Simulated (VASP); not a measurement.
# SbS2 (Cmcm) in VASP: a series of runs, part 3 of 3

VASP 6.6.1. The steps go on from the part before.

**4. Relaxation of cell and atoms, PBE**

This run uses another cell than the first one, of 23.01 Å³/atom, 1.049 times its volume.

File INCAR:

```
PREC = Accurate ; ENCUT = 600
EDIFF = 1E-7 ; ISMEAR = 0
SIGMA = 0.1 ; LREAL = F
LASPH = T ; NELM = 100
ALGO = Normal ; ISIF = 3
LWAVE = F ; LCHARG = F
GGA = PE ; IBRION = 2
NSW = 90 ; EDIFFG = -0.04
```

File KPOINTS:

```
Automatic mesh
0
Gamma
  4 4 4
```

File POSCAR:

```
SbS2
1.0
    4.7942499202     -2.7187387545      0.0000000000
    4.7942499202      2.7187387545      0.0000000000
    0.0000000000      0.0000000000      5.2950404683
Sb S
2 4
Direct
    0.7800000000      0.2200000000      0.7500000000
    0.2200000000      0.7800000000      0.2500000000
    0.8900000000      0.4500000000      0.2500000000
    0.5500000000      0.1100000000      0.2500000000
    0.4500000000      0.8900000000      0.7500000000
    0.1100000000      0.5500000000      0.7500000000
```

Potentials or basis: VASP PAW PBE potentials, release 64 (Sb, S).

Run with:

```bash
$ cat potpaw_PBE.64/Sb/POTCAR potpaw_PBE.64/S/POTCAR > POTCAR
$ mpirun -np 1 vasp_std > vasp.out
```

OUTCAR:

```text
PREC = Accurate
   ENCUT = 600
   EDIFF = 1E-7
   ISMEAR = 0
   LREAL = F
   LASPH = T
   NELM = 100
   ISIF = 3
   GGA = PE
   IBRION = 2
   NSW = 90
   EDIFFG = -0.04

 ion  position               nearest neighbor table
   1  0.780  0.220  0.750-   3 3.13   4 3.13   3 3.13   4 3.13   5 3.16   6 3.16   5 3.17   5 3.17
                             6 3.17   6 3.17   2 3.57   2 3.57
   2  0.220  0.780  0.250-   5 3.13   6 3.13   5 3.13   6 3.13   3 3.16   4 3.16   3 3.17   3 3.17
                             4 3.17   4 3.17   1 3.57   1 3.57
   3  0.890  0.450  0.250-   1 3.13   1 3.13   2 3.16   2 3.17   2 3.17
   4  0.550  0.110  0.250-   1 3.13   1 3.13   2 3.16   2 3.17   2 3.17
   5  0.450  0.890  0.750-   2 3.13   2 3.13   1 3.16   1 3.17   1 3.17
   6  0.110  0.550  0.750-   2 3.13   2 3.13   1 3.16   1 3.17   1 3.17

  LATTYP: Found a base centered orthorhombic cell.
 ALAT       =     5.4374775090
 B/A-ratio  =     1.7634095634
 C/A-ratio  =     0.9738045738

  Lattice vectors:

 A1 = (  -4.7942499202,  -2.7187387545,   0.0000000000)
 A2 = (   4.7942499202,  -2.7187387545,   0.0000000000)
 A3 = (   0.0000000000,   0.0000000000,   5.2950404683)

Analysis of symmetry for initial positions (statically):
=====================================================================
 Subroutine PRICEL returns:
 Original cell was already a primitive cell.

 Routine SETGRP: Setting up the symmetry group for a
 base centered orthorhombic supercell.

 Subroutine GETGRP returns: Found  8 space group operations
 (whereof  4 operations were pure point group operations)
 out of a pool of  8 trial point group operations.

The static configuration has the point symmetry C_2h.
 The point group associated with its full space group is D_2h.

Analysis of symmetry for dynamics (positions and initial velocities):
=====================================================================
 Subroutine PRICEL returns:
 Original cell was already a primitive cell.

 Routine SETGRP: Setting up the symmetry group for a
 base centered orthorhombic supercell.

 Subroutine GETGRP returns: Found  8 space group operations
 (whereof  4 operations were pure point group operations)
 out of a pool of  8 trial point group operations.

The dynamic configuration has the point symmetry C_2h.
 The point group associated with its full space group is D_2h.

 Subroutine INISYM returns: Found  8 space group operations
 (whereof  4 operations are pure point group operations),
 and found     1 'primitive' translations

----------------------------------------------------------------------------------------

                                     Primitive cell

  volume of cell :     138.0344

  direct lattice vectors                    reciprocal lattice vectors
     4.794249920 -2.718738754  0.000000000     0.104291601 -0.183908807  0.000000000
     4.794249920  2.718738754  0.000000000     0.104291601  0.183908807  0.000000000
     0.000000000  0.000000000  5.295040468     0.000000000  0.000000000  0.188855969

  length of vectors
     5.511476455  5.511476455  5.295040468     0.211421823  0.211421823  0.188855969

  position of ions in fractional coordinates (direct lattice)
     0.780000000  0.220000000  0.750000000
     0.220000000  0.780000000  0.250000000
     0.890000000  0.450000000  0.250000000
     0.550000000  0.110000000  0.250000000
     0.450000000  0.890000000  0.750000000
     0.110000000  0.550000000  0.750000000

  ion indices of the primitive-cell ions
   primitive index   ion index
                 1           1
                 2           2
                 3           3
                 4           4
                 5           5
                 6           6

[... 29 lines left out ...]
  0.250000  0.000000  0.000000      4.000000
  0.500000  0.000000  0.000000      2.000000
  0.250000  0.250000  0.000000      2.000000
  0.500000  0.250000  0.000000      4.000000
 -0.250000  0.250000  0.000000      2.000000
[... 13 lines left out ...]
 -0.250000  0.250000  0.500000      2.000000
  0.500000  0.500000  0.500000      1.000000
   k-points           NKPTS =     21   k-points in BZ     NKDIM =     21   number of bands    NBANDS=     21
   number of dos      NEDOS =    301   number of ions     NIONS =      6
   total plane-waves  NPLWV =  96768
   dimension x,y,z NGX =    48 NGY =   48 NGZ =   42
   dimension x,y,z NGXF=    96 NGYF=   96 NGZF=   84
   ions per type =               2   4
   NGX,Y,Z   is equivalent  to a cutoff of  14.48, 14.48, 13.19 a.u.
   NGXF,Y,Z  is equivalent  to a cutoff of  28.96, 28.96, 26.37 a.u.
 SYSTEM =  unknown system
   PREC   = accura    normal or accurate (medium, high low for compatibility)
   ISTART =      0    job   : 0-new  1-cont  2-samecut
   ICHARG =      2    charge: 1-file 2-atom 10-const
   ISPIN  =      1    spin polarized calculation?
   LNONCOLLINEAR =      F non collinear calculations
   LSORBIT =      F    spin-orbit coupling
   LASPH  =      T    aspherical Exc in radial PAW
   ENCUT  =  600.0 eV  44.10 Ry    6.64 a.u.  11.01 11.01 10.58*2*pi/ulx,y,z
   NELM   =    100;   NELMIN=  2; NELMDL= -5     # of ELM steps
   EDIFF  = 0.1E-06   stopping-criterion for ELM
   LREAL  =      F    real-space projection
   EDIFFG = -.4E-01   stopping-criterion for IOM
   NSW    =     90    number of steps for IOM
   IBRION =      2    ionic relax: 0-MD 1-quasi-New 2-CG
   NFREE  =      1    steps in history (QN), initial steepest desc. (CG)
   ISIF   =      3    stress and relaxation
   ISYM   =      2    0-nonsym 1-usesym 2-fastsym
   POTIM  = 0.5000    time-step for ionic-motion
   TEBEG  =    0.0;   TEEND  =   0.0 temperature during run
   PSTRESS=    0.0 pullay stress
   NELECT =      34.0000    total number of electrons
   NUPDOWN=      -1.0000    fix difference up-down
   EMIN   =  10.00;   EMAX   =-10.00  energy-range for DOS
   EFERMI =   0.00;   METHOD = LEGACY
   ISMEAR =     0;   SIGMA  =   0.10  broadening in eV -4-tet -1-fermi 0-gaus
   EFERMI_NEDOS =   21; number of points for ismear=-14 and -15
   IALGO  =     38    algorithm
   IMIX   =      4    mixing-type and parameters
     AMIX     =   0.40;   BMIX     =  1.00
     AMIX_MAG =   1.60;   BMIX_MAG =  1.00
  volume/ion in A,a.u.               =      23.01       155.25
  Fermi-wavevector in a.u.,A,eV,Ry     =   1.026216  1.939267 14.328550  1.053119
  Thomas-Fermi vector in A             =   2.160097
   LORBIT       =      0    0 simple, 1 ext, 2 COOP (PROOUT), +10 PAW based schemes
   GGA     = PE    functional components
   LHFCALC =     F    Hartree Fock is set to
   AEXX    =    0.0000 exact exchange contribution
   IVDW    =     0    specifies the selected vdW correction
   LEPSILON=     F    determine dielectric tensor
   LRPA    =     F    only Hartree local field effects (RPA)
 conjugate gradient relaxation of ions
 non-spin polarized calculation
 Gauss-broadening in eV      SIGMA  =   0.10
  energy-cutoff  :      600.00
  volume of cell :      138.03
 maximum number of plane-waves:      4644
 NGX is ok and might be reduce to    48
   NGX = 23   NGY = 23   NGZ = 21

--------------------------------------- Ionic step        1  -------------------------------------------

 number of electron      33.9999998 magnetization

 Free energy of the ion-electron system (eV)
  ---------------------------------------------------
  ext. energy  EPLUGINS =         0.00000000
  ---------------------------------------------------
  free energy    TOTEN  =       -21.56472474 eV

  energy without entropy =      -21.52700144  energy(sigma->0) =      -21.54586309

 E-fermi :   5.6029     XC(G=0):  -9.9431

 val. band max:        5.5908863165   @ k =   0.2500   0.0000   0.0000
 cond. band min:       5.6065937712   @ k =   0.5000   0.2500   0.0000
 fundamental gap:      0.0157074546
 Fermi energy:         5.6028749330

 k-point     1 :       0.0000    0.0000    0.0000
  band No.  band energies     occupation
      1      -8.2423      2.00000
      2      -6.0885      2.00000
      3      -5.7741      2.00000
      4      -5.1845      2.00000
      5      -2.5685      2.00000
      6      -2.5646      2.00000
[... 606 lines left out ...]
  FREE ENERGIE OF THE ION-ELECTRON SYSTEM (eV)
  ---------------------------------------------------
  free  energy   TOTEN  =       -22.3169850957 eV

  energy  without entropy=      -22.2915218524  energy(sigma->0) =      -22.30425347

[... ionic steps 4 to 10 ...]

--------------------------------------- Ionic step       11  -------------------------------------------

 number of electron      33.9999999 magnetization

------------------------ aborting loop because EDIFF is reached ----------------------------------------
[... 75 lines left out ...]
--------------------------------------- Ionic step       13  -------------------------------------------

 number of electron      34.0000001 magnetization

 Free energy of the ion-electron system (eV)
  ---------------------------------------------------
  ext. energy  EPLUGINS =         0.00000000
  ---------------------------------------------------
  free energy    TOTEN  =       -22.83188854 eV

  energy without entropy =      -22.81621330  energy(sigma->0) =      -22.82405092

 E-fermi :   6.5206     XC(G=0): -10.2485

 val. band max:        6.5141302675   @ k =   0.5000   0.2500   0.0000
 cond. band min:       6.5508235932   @ k =   0.5000   0.5000   0.0000
 fundamental gap:      0.0366933257
 Fermi energy:         6.5205879420

 k-point     1 :       0.0000    0.0000    0.0000
  band No.  band energies     occupation
      1      -8.1330      2.00000
      2      -5.6976      2.00000
      3      -4.9149      2.00000
      4      -4.4875      2.00000
      5      -1.3182      2.00000
      6      -1.2657      2.00000
[... 526 lines left out ...]
  FREE ENERGIE OF THE ION-ELECTRON SYSTEM (eV)
  ---------------------------------------------------
  free  energy   TOTEN  =       -22.8318885415 eV

  energy  without entropy=      -22.8162133023  energy(sigma->0) =      -22.82405092

 reached required accuracy - stopping structural energy minimisation
```

CONTCAR:

```text
SbS2
   1.00000000000000
     4.9766304025977348   -2.4683216715819101   -0.0000000000000000
     4.9766304025977348    2.4683216715819101    0.0000000000000000
     0.0000000000000000    0.0000000000000000    5.1387535217385683
  Sb              S
     2     4
Direct
     0.7399751844489181    0.2600248155510818    0.7500000000000000
     0.2600248155510818    0.7399751844489181    0.2500000000000000
     0.8822732386801115    0.4047395888303896    0.2500000000000000
     0.5952604111696103    0.1177267613198885    0.2500000000000000
     0.4047395888303896    0.8822732386801115    0.7500000000000000
     0.1177267613198885    0.5952604111696103    0.7500000000000000

  0.00000000E+00  0.00000000E+00  0.00000000E+00
  0.00000000E+00  0.00000000E+00  0.00000000E+00
  0.00000000E+00  0.00000000E+00  0.00000000E+00
  0.00000000E+00  0.00000000E+00  0.00000000E+00
  0.00000000E+00  0.00000000E+00  0.00000000E+00
  0.00000000E+00  0.00000000E+00  0.00000000E+00
```

Wall time 12 min (1 thread of Intel Xeon 6975P-C, shared host); peak memory 0.35 GiB.

Results:

```yaml
Free_energy: -22.8319 eV
Relaxed_volume: 21.04 Å³/atom
Relaxed_cell: a = 5.555 Å, b = 5.555 Å, c = 5.139 Å, α = 90.00°, β = 90.00°, γ = 52.76°
Space_group_after_relaxing_to_0.05_Å: Cmcm (No. 63)
Energy_gained_by_relaxing: 211.2 meV/atom
Ionic_steps: 13
Pressure_after_relaxing: 0.0 GPa
Largest_force_after_relaxing: 0.033 eV/Å
Band_gap_on_the_k_mesh: zero (band 17 reaches 7.33 eV, above the bottom of band 18 at 5.46 eV)
```

Forces in eV/Å, atoms in the order of the input:
```
Sb   0.000  0.033  0.000
Sb   0.000 -0.033  0.000
S   -0.030 -0.008  0.000
S    0.030 -0.008  0.000
S   -0.030  0.008  0.000
S    0.030  0.008  0.000
```

Stress tensor (GPa, compression positive):
```
 0.13  0.00  0.00
 0.00  0.10  0.00
 0.00  0.00 -0.12
```

The path:
| step | energy change (eV) | largest force (eV/Å) | pressure (GPa) | volume (Å³) |
| --- | --- | --- | --- | --- |
| 1 | 0.0000 | 0.8627 | -8.69 | 138.03 |
| 2 | -0.7416 | 0.5809 | 2.45 | 114.57 |
| 3 | -0.7523 | 0.6283 | 0.91 | 116.63 |
| 4 | -0.8781 | 0.4905 | 1.17 | 116.57 |
| 5 | -1.1026 | 0.2735 | 3.58 | 116.24 |
| 6 | -1.2029 | 0.2314 | 0.59 | 121.47 |
| 7 | -1.2203 | 0.2351 | -1.14 | 125.13 |
| 8 | -1.2425 | 0.1743 | -0.84 | 125.74 |
| 9 | -1.2550 | 0.0947 | -0.37 | 126.51 |
| 10 | -1.2553 | 0.0834 | -0.30 | 126.62 |
| 11 | -1.2622 | 0.0427 | 0.20 | 125.89 |
| 12 | -1.2639 | 0.0240 | 0.57 | 125.35 |
| 13 | -1.2672 | 0.0329 | 0.03 | 126.25 |

Final structure:
```yaml
crystal:
  lattice:
    - [4.97663, -2.46832, 0.00000]
    - [4.97663, 2.46832, 0.00000]
    - [0.00000, 0.00000, 5.13875]
  atoms:
    - { symbol: Sb, position: [0.73998, 0.26002, 0.75000] }
    - { symbol: Sb, position: [0.26002, 0.73998, 0.25000] }
    - { symbol: S, position: [0.88227, 0.40474, 0.25000] }
    - { symbol: S, position: [0.59526, 0.11773, 0.25000] }
    - { symbol: S, position: [0.40474, 0.88227, 0.75000] }
    - { symbol: S, position: [0.11773, 0.59526, 0.75000] }
```

Caveat: spin-orbit coupling is left out, which moves the levels of the heavy elements.

**5. Single point, PBE**

This run uses another cell than the first one, of 23.45 Å³/atom, 1.069 times its volume.

File INCAR:

```
SYSTEM = SbS2
PREC = Accurate
ENCUT = 520
EDIFF = 1E-6
ISMEAR = 0
SIGMA = 0.1
LREAL = .False.
LASPH = .True.
NELM = 80
ALGO = Normal
ISIF = 2
LWAVE = .False.
LCHARG = .False.
GGA = PE
NBANDS = 26
```

File KPOINTS:

```
regular mesh
0
Gamma
  8 8 8
  0 0 0
```

File POSCAR:

```
SbS2
1.0
    5.0976664951     -2.6645618847      0.0000000000
    5.0976664951      2.6645618847      0.0000000000
    0.0000000000      0.0000000000      5.1786609459
Sb S
2 4
Direct
    0.7066488756      0.2933511244      0.7500000000
    0.2933511244      0.7066488756      0.2500000000
    0.8477925019      0.4182722703      0.2500000000
    0.5817277297      0.1522074981      0.2500000000
    0.4182722703      0.8477925019      0.7500000000
    0.1522074981      0.5817277297      0.7500000000
```

Run with:

```bash
$ cat potpaw_PBE.64/Sb/POTCAR potpaw_PBE.64/S/POTCAR > POTCAR
$ mpirun -np 1 vasp_std > vasp.out
```

Wall time 5.3 min (1 thread of Intel Xeon 6975P-C, shared host); peak memory 0.49 GiB.

The run converged. Its results:

```
Free energy            : -22.8370 eV
Pressure               : -0.2 GPa
Largest force          : 0.025 eV/Å
Band gap on the k mesh : zero (band 17 reaches 6.12 eV, above the bottom of band 18 at 5.25 eV)
```

Forces in eV/Å, atoms in the order of the input:
```
Sb   0.000  0.011  0.000
Sb   0.000 -0.011  0.000
S   -0.023  0.010  0.000
S    0.023  0.010  0.000
S   -0.023 -0.010  0.000
S    0.023 -0.010  0.000
```

Levels at points of the mesh, in eV from the Fermi level:
| k point | band 13 | band 14 | band 15 | band 16 | band 17 | band 18 | band 19 | band 20 | band 21 | band 22 |
| --- | --- | --- | --- | --- | --- | --- | --- | --- | --- | --- |
| (0.00, 0.00, 0.00) | -2.46 | -2.16 | -2.13 | -1.29 | -1.05 | -0.09 | 1.43 | 1.75 | 2.79 | 3.74 |
| (0.50, 0.00, 0.00) | -2.38 | -2.29 | -1.44 | -0.95 | 0.02 | 0.13 | 1.58 | 2.42 | 2.59 | 2.79 |
| (0.50, 0.50, 0.00) | -2.46 | -2.12 | -1.74 | -0.90 | -0.45 | -0.27 | 1.11 | 1.70 | 2.19 | 3.51 |
| (0.00, 0.00, 0.50) | -1.88 | -1.88 | -1.56 | -1.56 | 0.59 | 0.59 | 2.00 | 2.00 | 3.04 | 3.04 |
| (0.50, 0.00, 0.50) | -1.24 | -1.24 | -0.68 | -0.68 | -0.04 | -0.04 | 1.29 | 1.29 | 1.88 | 1.88 |
| (0.50, 0.50, 0.50) | -1.54 | -1.54 | -1.26 | -1.26 | -0.10 | -0.10 | 1.44 | 1.44 | 2.52 | 2.52 |

Caveat: spin-orbit coupling is left out, which moves the levels of the heavy elements.

**6. The runs side by side**

| task | cell | k mesh | cutoff (eV) | gap on the mesh (eV) | pressure (GPa) | largest force (eV/Å) |
| --- | --- | --- | --- | --- | --- | --- |
| single point | a = 5.636, b = 5.636, c = 5.137 Å, angles 90.0, 90.0, 53.8°, 6 atoms | 4 × 4 × 4 | 520 | none | -0.2 | 0.03 |
| single point | a = 5.511, b = 5.511, c = 5.295 Å, angles 90.0, 90.0, 59.1°, 6 atoms | 4 × 4 × 4 | 520 | none | -8.7 | 0.86 |
| relaxation of cell and atoms | relaxed from a = 5.511, b = 5.511, c = 5.295 Å, angles 90.0, 90.0, 59.1°, 6 atoms | 4 × 4 × 4 | 600 | none | 0.0 | 0.03 |
| single point | a = 5.752, b = 5.752, c = 5.179 Å, angles 90.0, 90.0, 55.2°, 6 atoms | 8 × 8 × 8 | 520 | none | -0.2 | 0.02 |

Alike in all rows: level PBE; potentials or basis VASP PAW PBE potentials, release 64 (Sb, S); no spin polarisation; smearing gaussian 0.1 eV.

Caveats: spin-orbit coupling is left out, which moves the levels of the heavy elements.

Total energies depend on the potentials used, so only differences within one code and one set of settings carry meaning.
